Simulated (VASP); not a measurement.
# LiMg12 (a cell with a defect) in VASP: single point with PBE

Aim: the single point of LiMg12 (a cell with a defect) with PBE.

All numbers are computed with VASP 6.6.1; they aren't measurements. Logs are shortened: lines on timing, memory, paths and dates and some standing lists are left out, and cuts for length are marked.

## (1) The cell of the first run

The cell holds a defect, 13 atoms: a = 6.420 Å, b = 9.630 Å, c = 5.213 Å, α = 90.00°, β = 90.00°, γ = 120.00°.

## (2) Single point, PBE

INCAR reads:

```
PREC = Accurate
ENCUT = 520
EDIFF = 1E-6
ISMEAR = -1
SIGMA = 0.05
LREAL = F
LASPH = T
NELM = 100
ALGO = Normal
ISIF = 2
LWAVE = F
LCHARG = F
GGA = PE
NBANDS = 26
```

KPOINTS reads:

```
regular mesh
0
Gamma
  4 3 4
```

POSCAR reads:

```
LiMg12
1.0
    6.4200000000      0.0000000000      0.0000000000
   -4.8150000000      8.3398250000      0.0000000000
    0.0000000000      0.0000000000      5.2130400000
Mg Li
12 1
Direct
    0.0066407020     -0.0142836330      0.0020216611
    0.2914878828      0.2981094927      0.5020483250
    0.0155267560      0.3072184368      0.0019971073
    0.1036653122      0.5119558264      0.5019409020
    0.0473069105      0.6730418204      0.0019501097
    0.1659388369      0.9109381792      0.5020111106
    0.5221182694     -0.0061266274      0.0019880914
    0.6525906408      0.2109123393      0.5020057395
    0.5625940384      0.3425197771      0.0020318279
    0.7241144861      0.5933497406      0.5019338045
    0.4978535176      0.6351434233      0.0019364900
    0.5195994118      0.8077713861      0.5019539463
   -0.1081860832      0.0646584311      0.5020383500
```

Potentials or basis: VASP PAW PBE potentials, release 64 (Mg, Li_sv).

Command:

```console
> cat potpaw_PBE.64/Mg/POTCAR potpaw_PBE.64/Li_sv/POTCAR > POTCAR
> mpirun -np 1 vasp_std > vasp.out
```

OUTCAR:

```text
PREC = Accurate
   ENCUT = 520
   EDIFF = 1E-6
   ISMEAR = -1
   LREAL = F
   LASPH = T
   NELM = 100
   ISIF = 2
   GGA = PE

 ion  position               nearest neighbor table
   1  0.007  0.986  0.002-  13 2.91  13 2.91   6 3.02   6 3.02   3 3.07   5 3.15   7 3.15   7 3.27
                            11 3.32   9 3.50
   2  0.291  0.298  0.502-  13 2.42  10 2.81   8 2.83   4 2.86   9 3.04   9 3.04   3 3.18   3 3.18
                             6 3.40
   3  0.016  0.307  0.002-   1 3.07   9 3.09   7 3.10  11 3.13   4 3.14   4 3.14   2 3.18   2 3.18
                             8 3.30   8 3.30   9 3.36   5 3.43
   4  0.104  0.512  0.502-  12 2.76   2 2.86   8 2.90  10 2.91   3 3.14   3 3.14   5 3.15   5 3.15
                            11 3.41  11 3.41  10 3.65
   5  0.047  0.673  0.002-   7 3.07  11 3.09   4 3.15   4 3.15   9 3.15   1 3.15  10 3.18  10 3.18
                             6 3.30   6 3.30  11 3.36   3 3.43
   6  0.166  0.911  0.502-  13 2.81  12 2.90  10 2.95   8 3.01   1 3.02   1 3.02   7 3.29   7 3.29
                             5 3.30   5 3.30   2 3.40
   7  0.522  0.994  0.002-   5 3.07   3 3.10   1 3.15  12 3.16  12 3.16   8 3.18   8 3.18   9 3.24
                             1 3.27   6 3.29   6 3.29  11 3.38
   8  0.653  0.211  0.502-  13 2.55   2 2.83   4 2.90   6 3.01   9 3.08   9 3.08   7 3.18   7 3.18
                             3 3.30   3 3.30  10 3.48  12 3.53
   9  0.563  0.343  0.002-   2 3.04   2 3.04  11 3.05   8 3.08   8 3.08   3 3.09   5 3.15   7 3.24
                            10 3.35  10 3.35   3 3.36   1 3.50
  10  0.724  0.593  0.502-   2 2.81   4 2.91  12 2.95   6 2.95  11 3.11  11 3.11   5 3.18   5 3.18
                             9 3.35   9 3.35   8 3.48   4 3.65
  11  0.498  0.635  0.002-   9 3.05  12 3.06  12 3.06   5 3.09  10 3.11  10 3.11   3 3.13   1 3.32
                             5 3.36   7 3.38   4 3.41   4 3.41
  12  0.520  0.808  0.502-  13 2.43   4 2.76   6 2.90  10 2.95  11 3.06  11 3.06   7 3.16   7 3.16
                             8 3.53
  13  0.892  0.065  0.502-   2 2.42  12 2.43   8 2.55   6 2.81   1 2.91   1 2.91

  LATTYP: Found a simple monoclinic cell.
 ALAT       =     6.4200000000
 B/A-ratio  =     0.8120000000
 C/A-ratio  =     1.3228757108
 COS(beta)  =    -0.1889822286

  Lattice vectors:

 A1 = (   6.4200000000,   0.0000000000,   0.0000000000)
 A2 = (   0.0000000000,   0.0000000000,   5.2130400000)
 A3 = (  -1.6050000000,  -8.3398250000,   0.0000000000)

Analysis of symmetry for initial positions (statically):
=====================================================================
 Subroutine PRICEL returns:
 Original cell was already a primitive cell.

 Routine SETGRP: Setting up the symmetry group for a
 simple monoclinic supercell.

 Subroutine GETGRP returns: Found  1 space group operations
 (whereof  1 operations were pure point group operations)
 out of a pool of  4 trial point group operations.

The static configuration has the point symmetry C_1 .

Analysis of symmetry for dynamics (positions and initial velocities):
=====================================================================
 Subroutine PRICEL returns:
 Original cell was already a primitive cell.

 Routine SETGRP: Setting up the symmetry group for a
 simple monoclinic supercell.

 Subroutine GETGRP returns: Found  1 space group operations
 (whereof  1 operations were pure point group operations)
 out of a pool of  4 trial point group operations.

The dynamic configuration has the point symmetry C_1 .

 Subroutine INISYM returns: Found  1 space group operations
 (whereof  1 operations are pure point group operations),
 and found     1 'primitive' translations

----------------------------------------------------------------------------------------

                                     Primitive cell

  volume of cell :     279.1149

  direct lattice vectors                    reciprocal lattice vectors
     6.420000000  0.000000000  0.000000000     0.155763240  0.089929945  0.000000000
    -4.815000000  8.339825000  0.000000000     0.000000000  0.119906593  0.000000000
     0.000000000  0.000000000  5.213040000     0.000000000  0.000000000  0.191826650

  length of vectors
     6.420000000  9.630000313  5.213040000     0.179859895  0.119906593  0.191826650

  position of ions in fractional coordinates (direct lattice)
     0.006640702  0.985716367  0.002021661
[... 41 lines left out ...]
     0.000000000  0.039968864  0.000000000     0.000000000  0.333333333  0.000000000
     0.000000000  0.000000000  0.047956663     0.000000000  0.000000000  0.250000000

  Length of vectors
     0.044964974  0.039968864  0.047956663

  Shift w.r.t. Gamma in fractional coordinates (k-lattice)
     0.000000000  0.000000000  0.000000000

 Subroutine IBZKPT returns following result:
 ===========================================

 Found     26 irreducible k-points:

 Following reciprocal coordinates:
            Coordinates               Weight
  0.000000  0.000000  0.000000      1.000000
  0.250000  0.000000  0.000000      2.000000
  0.500000  0.000000  0.000000      1.000000
  0.000000  0.333333  0.000000      2.000000
  0.250000  0.333333  0.000000      2.000000
  0.500000  0.333333  0.000000      2.000000
[... 16 lines left out ...]
  0.000000  0.333333  0.500000      2.000000
  0.250000  0.333333  0.500000      2.000000
 [... further k-points ...]
   k-points           NKPTS =     26   k-points in BZ     NKDIM =     26   number of bands    NBANDS=     26
   number of dos      NEDOS =    301   number of ions     NIONS =     13
   total plane-waves  NPLWV = 138240
   dimension x,y,z NGX =    48 NGY =   72 NGZ =   40
   dimension x,y,z NGXF=    96 NGYF=  144 NGZF=   80
   ions per type =              12   1
   NGX,Y,Z   is equivalent  to a cutoff of  12.43, 12.43, 12.76 a.u.
   NGXF,Y,Z  is equivalent  to a cutoff of  24.86, 24.86, 25.51 a.u.
 SYSTEM =  unknown system
   PREC   = accura    normal or accurate (medium, high low for compatibility)
   ISTART =      0    job   : 0-new  1-cont  2-samecut
   ICHARG =      2    charge: 1-file 2-atom 10-const
   ISPIN  =      1    spin polarized calculation?
   LNONCOLLINEAR =      F non collinear calculations
   LSORBIT =      F    spin-orbit coupling
   LASPH  =      T    aspherical Exc in radial PAW
   ENCUT  =  520.0 eV  38.22 Ry    6.18 a.u.  11.94 17.91  9.69*2*pi/ulx,y,z
   NELM   =    100;   NELMIN=  2; NELMDL= -5     # of ELM steps
   EDIFF  = 0.1E-05   stopping-criterion for ELM
   LREAL  =      F    real-space projection
   EDIFFG = 0.1E-04   stopping-criterion for IOM
   NSW    =      0    number of steps for IOM
   IBRION =     -1    ionic relax: 0-MD 1-quasi-New 2-CG
   NFREE  =      0    steps in history (QN), initial steepest desc. (CG)
   ISIF   =      2    stress and relaxation
   ISYM   =      2    0-nonsym 1-usesym 2-fastsym
   POTIM  = 0.5000    time-step for ionic-motion
   TEBEG  =    0.0;   TEEND  =   0.0 temperature during run
   PSTRESS=    0.0 pullay stress
   NELECT =      27.0000    total number of electrons
   NUPDOWN=      -1.0000    fix difference up-down
   EMIN   =  10.00;   EMAX   =-10.00  energy-range for DOS
   EFERMI =   0.00;   METHOD = LEGACY
   ISMEAR =    -1;   SIGMA  =   0.05  broadening in eV -4-tet -1-fermi 0-gaus
   EFERMI_NEDOS =   21; number of points for ismear=-14 and -15
   IALGO  =     38    algorithm
   IMIX   =      4    mixing-type and parameters
     AMIX     =   0.40;   BMIX     =  1.00
     AMIX_MAG =   1.60;   BMIX_MAG =  1.00
  volume/ion in A,a.u.               =      21.47       144.89
  Fermi-wavevector in a.u.,A,eV,Ry     =   0.751511  1.420149  7.684136  0.564768
  Thomas-Fermi vector in A             =   1.848508
   LORBIT       =      0    0 simple, 1 ext, 2 COOP (PROOUT), +10 PAW based schemes
   GGA     = PE    functional components
   LHFCALC =     F    Hartree Fock is set to
   AEXX    =    0.0000 exact exchange contribution
   IVDW    =     0    specifies the selected vdW correction
   LEPSILON=     F    determine dielectric tensor
   LRPA    =     F    only Hartree local field effects (RPA)
 non-spin polarized calculation
  energy-cutoff  :      520.00
  volume of cell :      279.11
 maximum number of plane-waves:      7534
   NGX = 23   NGY = 35   NGZ = 19

 number of electron      26.9999994 magnetization

 Free energy of the ion-electron system (eV)
  ---------------------------------------------------
  ext. energy  EPLUGINS =         0.00000000
  ---------------------------------------------------
  free energy    TOTEN  =       -18.59796836 eV

  energy without entropy =      -18.56469887  energy(sigma->0) =      -18.58133361

 E-fermi :   2.7769     XC(G=0):  -8.5753

 val. band max:        2.7355822686   @ k =   0.5000   0.3333   0.0000
 cond. band min:       2.7812330589   @ k =   0.2500   0.0000   0.0000
 fundamental gap:      0.0456507903
 Fermi energy:         2.7769323215

 k-point     1 :       0.0000    0.0000    0.0000
  band No.  band energies     occupation
      1     -43.7382      2.00000
      2      -4.1990      2.00000
      3      -2.1748      2.00000
      4      -1.9646      2.00000
      5      -0.5947      2.00000
      6      -0.4410      2.00000
[... 661 lines left out ...]
     24       7.8332      0.00000
     25       7.8768      0.00000

 [... further k-points ...]

 [bands above 25 left out]

------------------------ aborting loop because EDIFF is reached ----------------------------------------

  FORCE on cell =-STRESS in cart. coord.  units (eV):
  Direction    XX          YY          ZZ          XY          YZ          ZX
  --------------------------------------------------------------------------------------
  -------------------------------------------------------------------------------------
  Total        6.8285570      6.4915344      0.8827451      1.2731496     -0.0002306      0.0008748
  in kB       39.1973313     37.2627516      5.0671397      7.3081426     -0.0013235      0.0050215
  external PRESSURE =      27.1757409 kB  Pullay stress =       0.0000000 kB

 VOLUME and BASIS-vectors are now :
 -----------------------------------------------------------------------------
  energy-cutoff  :      520.00
  volume of cell :      279.11
      direct lattice vectors                 reciprocal lattice vectors
     6.420000000  0.000000000  0.000000000     0.155763240  0.089929945  0.000000000
    -4.815000000  8.339825000  0.000000000     0.000000000  0.119906593  0.000000000
     0.000000000  0.000000000  5.213040000     0.000000000  0.000000000  0.191826650

 POSITION                                       TOTAL-FORCE (eV/Angst)
 -----------------------------------------------------------------------------------
     -4.70359      8.22070      0.01054         0.001227     -0.000513      0.000040
      0.43596      2.48618      2.61720         0.002414      0.003320     -0.000113
     -1.37957      2.56215      0.01041        -0.000439     -0.000561     -0.000059
     -1.79954      4.26962      2.61664        -0.001300      0.001337      0.000154
     -2.93699      5.61305      0.01017         0.000706      0.000442      0.000029
     -3.32084      7.59707      2.61700         0.002131     -0.000883     -0.000075
     -1.43350      8.28873      0.01036        -0.000637     -0.000759     -0.000067
      3.17409      1.75897      2.61698        -0.002968      0.000322      0.000000
      1.96262      2.85656      0.01059         0.000690      0.000813     -0.000170
      1.79184      4.94843      2.61660         0.001867      0.000560      0.000066
      0.13800      5.29699      0.01009        -0.000201     -0.000961     -0.000000
     -0.55359      6.73667      2.61671        -0.002710     -0.002603     -0.000168
      5.41412      0.53924      2.61715        -0.000780     -0.000513      0.000362
 -----------------------------------------------------------------------------------
    total drift:                               -0.000296      0.000185      0.000371

  FREE ENERGIE OF THE ION-ELECTRON SYSTEM (eV)
  ---------------------------------------------------
  free  energy   TOTEN  =       -18.5979683616 eV

  energy  without entropy=      -18.5646988671  energy(sigma->0) =      -18.58133361
```

Wall time 94 s (1 thread of AMD EPYC 9R45 (Zen 5), shared host); peak memory 0.41 GiB.

What came out:

```
Free energy            : -18.5980 eV
Largest force          : 0.004 eV/Å
Band gap on the k mesh : zero (an odd number of electrons rules out a gap without spin polarisation)
```

Forces on the atoms (eV/Å):
```
Mg   0.001 -0.001  0.000
Mg   0.002  0.003  0.000
Mg   0.000 -0.001  0.000
Mg  -0.001  0.001  0.000
Mg   0.001  0.000  0.000
Mg   0.002 -0.001  0.000
Mg  -0.001 -0.001  0.000
Mg  -0.003  0.000  0.000
Mg   0.001  0.001  0.000
Mg   0.002  0.001  0.000
Mg   0.000 -0.001  0.000
Mg  -0.003 -0.003  0.000
Li  -0.001 -0.001  0.000
```

Caveat: the cutoff is under 1.25 times the usual one of these potentials, so pressure, stress and relaxed cells hold a basis-set (Pulay) error.

The gap in the log of VASP goes by the Fermi energy; the results here count the filled bands.